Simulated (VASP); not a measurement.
Wanted: the native input for a VASP 6.6.1 run.

* Task: single point
* Functional: RPBE
* Potentials or basis: VASP PAW PBE potentials, release 64 (K_sv)
* Cutoff: 520 eV
* k mesh: 6 × 6 × 8
* Occupations: fermi-dirac, width 0.1 eV
* Spin: no spin polarisation
* Dipole correction: no
* Further INCAR settings: ALGO = Normal; EDIFF = 1e-06; NBANDS = 20

The structure of K lies in POSCAR:

```
K
1.0
    7.4714643872      0.0000000000      0.0000000000
   -3.7357321936      6.4704779628      0.0000000000
    0.0000000000      0.0000000000      4.4385181928
K
3
Direct
    1.0000000000      1.0000000000      1.0000000000
    0.3333333333      0.6666666667      0.5000000000
    0.6666666667      0.3333333333      0.5000000000
```

This isn't the form of K at room conditions, which is bcc.

One way to write it, as run:

INCAR

```
SYSTEM = K
PREC     = Accurate       ! precision mode
ENCUT    = 520            ! plane-wave cutoff, eV
EDIFF    = 1E-6           ! SCF threshold, eV
ISMEAR   = -1             ! smearing method
SIGMA    = 0.1            ! smearing width, eV
LREAL    = .False.        ! projectors in reciprocal space
LASPH    = .True.         ! aspherical terms in the spheres
NELM     = 60             ! most SCF steps
ALGO     = Normal         ! electronic algorithm
ISIF     = 2              ! what is computed and relaxed
LWAVE    = .False.        ! write WAVECAR
LCHARG   = .False.        ! write CHGCAR
GGA      = RP             ! functional
NBANDS   = 20             ! bands
```

KPOINTS

```
regular mesh
0
Gamma
  6 6 8
  0 0 0
```

Potentials or basis: VASP PAW PBE potentials, release 64 (K_sv).

Command:

```console
$ cat potpaw_PBE.64/K_sv/POTCAR > POTCAR
$ mpirun -np 1 vasp_std > vasp.out
```

It gave:

```
Pressure               : 0.5 GPa
Band gap on the k mesh : zero (an odd number of electrons rules out a gap without spin polarisation)
```

Caveat: the PAW data sets were made with another functional, which shifts forces and pressure a little.

Run time: 2.6 min on 1 thread of Oxide Virtual Turin-like Processor, on a shared host, peak memory 0.33 GiB.
